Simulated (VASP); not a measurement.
The system is Ga3Sb.

```
Ga Sb
1.0
     3.73927    0.00000    0.00000
    -1.86964    3.23831    0.00000
     0.00000    0.00000    7.68163
Ga Sb
3 1
Direct
  0.33333 0.66667 0.02611
  0.66667 0.33333 0.97389
  0.00000 0.00000 0.00000
  0.00000 0.00000 0.50000
```

The cell was built from a structure type or drawn by symmetry, and may not be a known phase.

```yaml
Program: VASP 6.6.1
Task: relaxation of cell and atoms
Functional: PBE
Potentials_or_basis: VASP PAW PBE potentials, release 64 (Ga_d, Sb)
Cutoff: 600 eV
k_mesh: 6 × 6 × 2
Occupations: gaussian, width 0.1 eV
Spin: no spin polarisation
```

At the start: pressure 36.1 GPa; volume 23.25 Å³/atom.

Problem. How do energy, volume and symmetry change on relaxing?

Solution. Over 43 steps the energy falls by 1923.5 meV/atom and the volume is 23.78 Å³/atom (+2.3 %); space group P-3m1 (No. 164, to 0.1 Å) before and after.

The path:
```
step  energy change (eV)  largest force (eV/Å)  pressure (GPa)  volume (Å³)
   1              0.0000                2.9926           36.10        93.02
   3             -5.1057                0.7281           -0.89       135.00
   5             -5.1271                0.5892           -1.71       139.86
   7             -5.9317                0.5982           -1.07       117.51
   9             -6.3380                0.5904           -0.29       109.14
  11             -6.8122                0.6693            5.79        94.88
  13             -6.9098                0.5690            6.03        95.76
  15             -6.9259                0.5323            6.54        95.69
  17             -7.2175                0.2419            0.65       109.18
  19             -7.2230                0.2061            0.01       111.65
  21             -7.2290                0.2216           -0.02       111.29
  23             -7.2402                0.2434           -0.21       110.53
  25             -7.2698                0.3332            1.02       104.35
  27             -7.2989                0.5575            3.30        96.33
  29             -7.3136                0.5677            3.37        95.46
  31             -7.3965                0.6573            3.75        92.01
  33             -7.5192                0.1212            4.96        87.65
  35             -7.5786                0.2203            4.63        87.99
  37             -7.6842                0.0592            1.01        93.26
  39             -7.6919                0.0032           -0.29        95.59
  41             -7.6920                0.0001           -0.15        95.40
  43             -7.6940                0.0111           -0.06        95.11
```

Final structure:
```yaml
crystal:
  lattice:
    - [4.41670, 0.00000, 0.00000]
    - [-2.20835, 3.82497, 0.00000]
    - [0.00000, 0.00000, 5.63013]
  atoms:
    - { symbol: Ga, position: [0.33333, 0.66667, 0.20554] }
    - { symbol: Ga, position: [0.66667, 0.33333, 0.79446] }
    - { symbol: Ga, position: [0.00000, 0.00000, 0.00000] }
    - { symbol: Sb, position: [0.00000, 0.00000, 0.50000] }
```

Caveat: the k points lie up to 0.56 Å⁻¹ apart in the final cell, too coarse for converged energies and pressures of a metal; a cell axis changed by over 15 % at a fixed basis, so the end point is rough.
